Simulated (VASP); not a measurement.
Set up this calculation in VASP 6.6.1, as the native input.

* Task: relaxation of cell and atoms
* Functional: PBEsol
* Potentials or basis: VASP PAW PBE potentials, release 64 (Ir)
* Cutoff: 600 eV
* k mesh: 18 × 18 × 18
* Occupations: gaussian, width 0.1 eV
* Spin: no spin polarisation
* Dipole correction: no
* Further INCAR settings: ALGO = Normal; EDIFF = 1e-06; IBRION = 2; EDIFFG = -0.002; NSW = 100; ISIF = 3

The structure of Ir lies in POSCAR:

```
Ir
1.0
    0.0000000000      1.9156000000      1.9156000000
    1.9156000000      0.0000000000      1.9156000000
    1.9156000000      1.9156000000      0.0000000000
Ir
1
Direct
    0.0000000000      0.0000000000      0.0000000000
```

The input as run:

INCAR

```
SYSTEM = Ir
PREC = Accurate
ENCUT = 600
EDIFF = 1E-6
ISMEAR = 0
SIGMA = 0.1
LREAL = .False.
LASPH = .True.
NELM = 100
ALGO = Normal
ISIF = 3
LWAVE = .False.
LCHARG = .False.
GGA = PS
IBRION = 2
NSW = 100
EDIFFG = -0.002
```

KPOINTS

```
Automatic mesh
0
Gamma
  18 18 18
  0 0 0
```

Potentials or basis: VASP PAW PBE potentials, release 64 (Ir).

Run with:

```console
$ cat potpaw_PBE.64/Ir/POTCAR > POTCAR
$ mpirun -np 1 vasp_std > vasp.out
```

Results of the run:

```
Relaxed volume                         : 14.09 Å³/atom
Relaxed cell                           : a = 2.711 Å, b = 2.711 Å, c = 2.711 Å, α = 60.00°, β = 60.00°, γ = 60.00°
Space group after relaxing (to 0.05 Å) : Fm-3m (No. 225)
Energy gained by relaxing              : 0.1 meV/atom
Ionic steps                            : 3
Pressure after relaxing                : 0.0 GPa
```

Caveat: the PAW data sets were made with another functional, which shifts forces and pressure a little.

Run time: 36 s on 1 thread of Intel Xeon 6975P-C (shared host), peak memory 0.17 GiB.
